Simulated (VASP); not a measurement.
# Sn (Fd-3m) in VASP: further runs

Runs on Sn. Level: PBEsol. Tasks: single point, relaxation of cell and atoms.

All numbers are computed with VASP 6.6.1; they aren't measurements. Logs are shortened: lines on timing, memory, paths and dates and some standing lists are left out, and cuts for length are marked.

**1. The cell of the first run**

The structure is cubic, space group Fd-3m (No. 227). The conventional cell has a = 6.542 Å, b = 6.542 Å, c = 6.542 Å, α = 90.00°, β = 90.00°, γ = 90.00°. Within 3.7 Å of Sn (site symmetry -43m) lie 4 Sn at 2.83 Å.

This isn't the form of Sn at room conditions, which is tetragonal (white tin).

**2. Single point, PBEsol**

The input, INCAR:

```
ALGO = Normal
EDIFF = 1E-6
ENCUT = 500
GGA = PS
GGA_COMPAT = F
ISIF = 2
ISMEAR = 1
LASPH = T
LCHARG = T
LELF = T
LREAL = F
LVHAR = T
LWAVE = F
NBANDS = 21
NELM = 120
PREC = Accurate
SIGMA = 0.05
```

The input, KPOINTS:

```
k-points
0
Gamma
  6 6 6
```

The input, POSCAR:

```
Sn
1.0
    0.0000000000      3.2711376495      3.2711376495
    3.2711376495      0.0000000000      3.2711376495
    3.2711376495      3.2711376495      0.0000000000
Sn
2
Direct
    0.5000000000      0.5000000000      0.5000000000
    0.7500000000      0.7500000000      0.7500000000
```

Potentials or basis: VASP PAW PBE potentials, release 64 (Sn_d).

The run is started by

```
$ cat potpaw_PBE.64/Sn_d/POTCAR > POTCAR
$ mpirun -np 1 vasp_std > vasp.out
```

OUTCAR:

```text
EDIFF = 1E-6
   ENCUT = 500
   GGA = PS
   ISIF = 2
   ISMEAR = 1
   LASPH = T
   LREAL = F
   NELM = 120
   PREC = Accurate

 ion  position               nearest neighbor table
   1  0.500  0.500  0.500-   2 2.83   2 2.83   2 2.83   2 2.83
   2  0.750  0.750  0.750-   1 2.83   1 2.83   1 2.83   1 2.83

  LATTYP: Found a face centered cubic cell.
 ALAT       =     6.5422752990

  Lattice vectors:

 A1 = (   0.0000000000,   3.2711376495,   3.2711376495)
 A2 = (   3.2711376495,   0.0000000000,   3.2711376495)
 A3 = (   3.2711376495,   3.2711376495,   0.0000000000)

Analysis of symmetry for initial positions (statically):
=====================================================================
 Subroutine PRICEL returns:
 Original cell was already a primitive cell.

 Routine SETGRP: Setting up the symmetry group for a
 face centered cubic supercell.

 Subroutine GETGRP returns: Found 48 space group operations
 (whereof 24 operations were pure point group operations)
 out of a pool of 48 trial point group operations.

The static configuration has the point symmetry T_d .
 The point group associated with its full space group is O_h .

Analysis of symmetry for dynamics (positions and initial velocities):
=====================================================================
 Subroutine PRICEL returns:
 Original cell was already a primitive cell.

 Routine SETGRP: Setting up the symmetry group for a
 face centered cubic supercell.

 Subroutine GETGRP returns: Found 48 space group operations
 (whereof 24 operations were pure point group operations)
 out of a pool of 48 trial point group operations.

The dynamic configuration has the point symmetry T_d .
 The point group associated with its full space group is O_h .

 Subroutine INISYM returns: Found 48 space group operations
 (whereof 24 operations are pure point group operations),
 and found     1 'primitive' translations

----------------------------------------------------------------------------------------

                                     Primitive cell

  volume of cell :      70.0046

  direct lattice vectors                    reciprocal lattice vectors
     0.000000000  3.271137649  3.271137649    -0.152852021  0.152852021  0.152852021
     3.271137649  0.000000000  3.271137649     0.152852021 -0.152852021  0.152852021
     3.271137649  3.271137649  0.000000000     0.152852021  0.152852021 -0.152852021

  length of vectors
     4.626087228  4.626087228  4.626087228     0.264747466  0.264747466  0.264747466

  position of ions in fractional coordinates (direct lattice)
     0.500000000  0.500000000  0.500000000
     0.750000000  0.750000000  0.750000000

  ion indices of the primitive-cell ions
   primitive index   ion index
                 1           1
                 2           2

----------------------------------------------------------------------------------------

 KPOINTS: k-points

Automatic generation of k-mesh.
 Grid dimensions read from file:
 generate k-points for:    6    6    6

 Generating k-lattice:

  Cartesian coordinates                     Fractional coordinates (reciprocal lattice)
    -0.025475337  0.025475337  0.025475337     0.166666667  0.000000000  0.000000000
     0.025475337 -0.025475337  0.025475337     0.000000000  0.166666667  0.000000000
     0.025475337  0.025475337 -0.025475337     0.000000000  0.000000000  0.166666667

  Length of vectors
     0.044124578  0.044124578  0.044124578

  Shift w.r.t. Gamma in fractional coordinates (k-lattice)
     0.000000000  0.000000000  0.000000000

 Subroutine IBZKPT returns following result:
 ===========================================

 Found     16 irreducible k-points:

 Following reciprocal coordinates:
            Coordinates               Weight
  0.000000  0.000000  0.000000      1.000000
  0.166667  0.000000  0.000000      8.000000
  0.333333  0.000000  0.000000      8.000000
  0.500000  0.000000  0.000000      4.000000
  0.166667  0.166667  0.000000      6.000000
  0.333333  0.166667  0.000000     24.000000
[... 8 lines left out ...]
 -0.333333  0.333333  0.166667     24.000000
 -0.333333  0.500000  0.166667     12.000000
   k-points           NKPTS =     16   k-points in BZ     NKDIM =     16   number of bands    NBANDS=     21
   number of dos      NEDOS =    301   number of ions     NIONS =      2
   total plane-waves  NPLWV =  46656
   dimension x,y,z NGX =    36 NGY =   36 NGZ =   36
   dimension x,y,z NGXF=    72 NGYF=   72 NGZF=   72
   ions per type =               2
   NGX,Y,Z   is equivalent  to a cutoff of  12.94, 12.94, 12.94 a.u.
   NGXF,Y,Z  is equivalent  to a cutoff of  25.87, 25.87, 25.87 a.u.
 SYSTEM =  unknown system
   PREC   = accura    normal or accurate (medium, high low for compatibility)
   ISTART =      0    job   : 0-new  1-cont  2-samecut
   ICHARG =      2    charge: 1-file 2-atom 10-const
   ISPIN  =      1    spin polarized calculation?
   LNONCOLLINEAR =      F non collinear calculations
   LSORBIT =      F    spin-orbit coupling
   LASPH  =      T    aspherical Exc in radial PAW
   ENCUT  =  500.0 eV  36.75 Ry    6.06 a.u.   8.43  8.43  8.43*2*pi/ulx,y,z
   NELM   =    120;   NELMIN=  2; NELMDL= -5     # of ELM steps
   EDIFF  = 0.1E-05   stopping-criterion for ELM
   LREAL  =      F    real-space projection
   EDIFFG = 0.1E-04   stopping-criterion for IOM
   NSW    =      0    number of steps for IOM
   IBRION =     -1    ionic relax: 0-MD 1-quasi-New 2-CG
   NFREE  =      0    steps in history (QN), initial steepest desc. (CG)
   ISIF   =      2    stress and relaxation
   ISYM   =      2    0-nonsym 1-usesym 2-fastsym
   POTIM  = 0.5000    time-step for ionic-motion
   TEBEG  =    0.0;   TEEND  =   0.0 temperature during run
   PSTRESS=    0.0 pullay stress
   NELECT =      28.0000    total number of electrons
   NUPDOWN=      -1.0000    fix difference up-down
   EMIN   =  10.00;   EMAX   =-10.00  energy-range for DOS
   EFERMI =   0.00;   METHOD = LEGACY
   ISMEAR =     1;   SIGMA  =   0.05  broadening in eV -4-tet -1-fermi 0-gaus
   EFERMI_NEDOS =   21; number of points for ismear=-14 and -15
   IALGO  =     38    algorithm
   IMIX   =      4    mixing-type and parameters
     AMIX     =   0.40;   BMIX     =  1.00
     AMIX_MAG =   1.60;   BMIX_MAG =  1.00
  volume/ion in A,a.u.               =      35.00       236.21
  Fermi-wavevector in a.u.,A,eV,Ry     =   1.206198  2.279384 19.795309  1.454914
  Thomas-Fermi vector in A             =   2.341872
   LORBIT       =      0    0 simple, 1 ext, 2 COOP (PROOUT), +10 PAW based schemes
   GGA     = PS    functional components
   LHFCALC =     F    Hartree Fock is set to
   AEXX    =    0.0000 exact exchange contribution
   IVDW    =     0    specifies the selected vdW correction
   LEPSILON=     F    determine dielectric tensor
   LRPA    =     F    only Hartree local field effects (RPA)
 non-spin polarized calculation
 Methfessel and Paxton  Order N= 1 SIGMA  =   0.05
  energy-cutoff  :      500.00
  volume of cell :       70.00
 maximum number of plane-waves:      1807
 NGX is ok and might be reduce to    36
   NGX = 17   NGY = 17   NGZ = 17

 number of electron      27.9999986 magnetization

 Free energy of the ion-electron system (eV)
  ---------------------------------------------------
  ext. energy  EPLUGINS =         0.00000000
  ---------------------------------------------------
  free energy    TOTEN  =        -8.43017002 eV

  energy without entropy =       -8.42990891  energy(sigma->0) =       -8.43008298

 E-fermi :   5.1332     XC(G=0):  -8.9547

 val. band max:        5.1332071535   @ k =   0.5000   0.0000   0.0000
 cond. band min:       5.3056324462   @ k =   0.3333   0.0000   0.0000
 fundamental gap:      0.1724252928
 Fermi energy:         5.1332078861

 k-point     1 :       0.0000    0.0000    0.0000
  band No.  band energies     occupation
      1     -16.3072      2.00000
      2     -16.3072      2.00000
      3     -16.3072      2.00000
      4     -16.2503      2.00000
      5     -16.2503      2.00000
      6     -15.9580      2.00000
[... 13 lines left out ...]
     20      13.1505      0.00000
     21      13.1506      0.00000

 k-point     2 :       0.1667    0.0000    0.0000
  band No.  band energies     occupation
      1     -16.3224      2.00000
      2     -16.3224      2.00000
      3     -16.3010      2.00000
      4     -16.2282      2.00000
      5     -16.2282      2.00000
      6     -15.9874      2.00000
[... 13 lines left out ...]
     20      12.0948      0.00000
     21      12.0948      0.00000

 k-point     3 :       0.3333    0.0000    0.0000
  band No.  band energies     occupation
      1     -16.3373      2.00000
      2     -16.3373      2.00000
      3     -16.2882      2.00000
      4     -16.2016      2.00000
      5     -16.2016      2.00000
      6     -16.0098      2.00000
[... 13 lines left out ...]
     20      12.4989      0.00000
     21      12.4989      0.00000

 k-point     4 :       0.5000    0.0000    0.0000
  band No.  band energies     occupation
      1     -16.3414      2.00000
      2     -16.3414      2.00000
      3     -16.2814      2.00000
      4     -16.1931      2.00000
      5     -16.1931      2.00000
      6     -16.0160      2.00000
[... 13 lines left out ...]
     20      13.8867      0.00000
     21      13.9188      0.00000

 k-point     5 :       0.1667    0.1667    0.0000
  band No.  band energies     occupation
      1     -16.3209      2.00000
      2     -16.3209      2.00000
      3     -16.3151      2.00000
      4     -16.2298      2.00000
      5     -16.2028      2.00000
      6     -16.0310      2.00000
[... 13 lines left out ...]
     20      11.6657      0.00000
     21      13.4565      0.00000
[... 190 lines left out ...]
     20      14.2976      0.00000
     21      15.5241      0.00000

 k-point    14 :       0.5000    0.3333    0.1667
  band No.  band energies     occupation
      1     -16.3614      2.00000
      2     -16.3560      2.00000
      3     -16.2503      2.00000
      4     -16.1745      2.00000
      5     -16.1305      2.00000
      6     -16.1039      2.00000
[... 13 lines left out ...]
     20      13.1508      0.00000
     21      14.8535      0.00000

 k-point    15 :      -0.3333    0.3333    0.1667
  band No.  band energies     occupation
      1     -16.3744      2.00000
      2     -16.3606      2.00000
      3     -16.2194      2.00000
      4     -16.1495      2.00000
      5     -16.1216      2.00000
      6     -16.1087      2.00000
[... 13 lines left out ...]
     20      14.4392      0.00000
     21      14.8092      0.00000

 k-point    16 :      -0.3333    0.5000    0.1667
  band No.  band energies     occupation
      1     -16.3686      2.00000
      2     -16.3686      2.00000
      3     -16.1897      2.00000
      4     -16.1897      2.00000
      5     -16.1029      2.00000
      6     -16.1029      2.00000
[... 13 lines left out ...]
     20      14.1131      0.00000
     21      15.3323      0.00000

------------------------ aborting loop because EDIFF is reached ----------------------------------------

  FORCE on cell =-STRESS in cart. coord.  units (eV):
  Direction    XX          YY          ZZ          XY          YZ          ZX
  --------------------------------------------------------------------------------------
  -------------------------------------------------------------------------------------
  Total       -0.0225000     -0.0225000     -0.0225000      0.0000000     -0.0000000      0.0000000
  in kB       -0.5149514     -0.5149514     -0.5149514      0.0000000     -0.0000000      0.0000000
  external PRESSURE =      -0.5149514 kB  Pullay stress =       0.0000000 kB

 VOLUME and BASIS-vectors are now :
 -----------------------------------------------------------------------------
  energy-cutoff  :      500.00
  volume of cell :       70.00
      direct lattice vectors                 reciprocal lattice vectors
     0.000000000  3.271137649  3.271137649    -0.152852021  0.152852021  0.152852021
     3.271137649  0.000000000  3.271137649     0.152852021 -0.152852021  0.152852021
     3.271137649  3.271137649  0.000000000     0.152852021  0.152852021 -0.152852021

 POSITION                                       TOTAL-FORCE (eV/Angst)
 -----------------------------------------------------------------------------------
      3.27114      3.27114      3.27114        -0.000000     -0.000000     -0.000000
      4.90671      4.90671      4.90671         0.000000      0.000000      0.000000
 -----------------------------------------------------------------------------------
    total drift:                                0.000000      0.000000      0.000000

  FREE ENERGIE OF THE ION-ELECTRON SYSTEM (eV)
  ---------------------------------------------------
  free  energy   TOTEN  =        -8.4301700224 eV

  energy  without entropy=       -8.4299089063  energy(sigma->0) =       -8.43008298
```

Wall time 22 s (1 thread of Intel Xeon Platinum 8259CL at 2.50GHz (Skylake/Cascade Lake), shared host); peak memory 0.2 GiB.

What came out:

```
Free energy            : -8.4302 eV
Pressure               : -0.1 GPa
Band gap on the k mesh : zero (bands 14 and 15 overlap by 0.20 eV)
```

Caveat: the PAW data sets were made with another functional, which shifts forces and pressure a little; spin-orbit coupling is left out, which moves the levels of the heavy elements.

**3. Relaxation of cell and atoms, PBEsol**

This run uses another cell than the first one, of 33.80 Å³/atom.

The input, INCAR:

```
PREC = Accurate
ENCUT = 500
EDIFF = 1E-7
ISMEAR = 1
SIGMA = 0.05
LREAL = F
LASPH = T
NELM = 120
ALGO = Normal
ISIF = 3
LWAVE = F
LCHARG = F
GGA = PS
IBRION = 2
NSW = 50
EDIFFG = -0.02
GGA_COMPAT = F
NELMIN = 4
```

The input, KPOINTS:

```
Automatic mesh
0
Gamma
  6 6 6
```

The input, POSCAR:

```
Sn
1.0
    0.0000000000      3.2333430000      3.2333430000
    3.2333430000      0.0000000000      3.2333430000
    3.2333430000      3.2333430000      0.0000000000
Sn
2
Direct
    0.5000000000      0.5000000000      0.5000000000
    0.7500000000      0.7500000000      0.7500000000
```

Potentials or basis: VASP PAW PBE potentials, release 64 (Sn_d).

The run is started by

```
$ cat potpaw_PBE.64/Sn_d/POTCAR > POTCAR
$ mpirun -np 1 vasp_std > vasp.out
```

Wall time 47 s (1 thread of Intel Xeon Platinum 8259CL at 2.50GHz (Skylake/Cascade Lake), shared host); peak memory 0.21 GiB.

Results (log left out):

```
Free energy                           : -8.4295 eV
Relaxed volume                        : 34.96 Å³/atom
Relaxed cell                          : a = 4.624 Å, b = 4.624 Å, c = 4.624 Å, α = 60.00°, β = 60.00°, γ = 60.00°
Space group after relaxing (to 0.1 Å) : Fd-3m (No. 227)
Energy gained by relaxing             : 5.4 meV/atom
Ionic steps                           : 3
Pressure after relaxing               : 0.0 GPa
Band gap on the k mesh                : zero (bands 14 and 15 overlap by 0.19 eV)
```

Step by step:
| step | energy change (eV) | largest force (eV/Å) | pressure (GPa) | volume (Å³) |
| --- | --- | --- | --- | --- |
| 1 | 0.0000 | 0.0000 | 1.54 | 67.61 |
| 2 | -0.0093 | 0.0000 | -0.51 | 70.83 |
| 3 | -0.0108 | 0.0000 | 0.00 | 69.93 |

Final structure:
```
Sn
1.0
     0.00000    3.26996    3.26996
     3.26996    0.00000    3.26996
     3.26996    3.26996    0.00000
Sn
2
Direct
  0.50000 0.50000 0.50000
  0.75000 0.75000 0.75000
```

Levels at points of the mesh, in eV from the Fermi level:
| k point | band 12 | band 13 | band 14 | band 15 | band 16 | band 17 |
| --- | --- | --- | --- | --- | --- | --- |
| (0.00, 0.00, 0.00) | -0.74 | 0.19 | 0.19 | 0.19 | 2.25 | 2.25 |
| (0.50, 0.00, 0.00) | -6.13 | -0.98 | -0.98 | 0.00 | 3.31 | 3.31 |
| (0.50, 0.50, 0.00) | -7.35 | -2.29 | -2.29 | 0.89 | 0.89 | 7.67 |

Caveat: the PAW data sets were made with another functional, which shifts forces and pressure a little; spin-orbit coupling is left out, which moves the levels of the heavy elements. Zero-point motion and thermal expansion aren't in these numbers.

The gap in the log of VASP goes by the Fermi energy; the results here count the filled bands.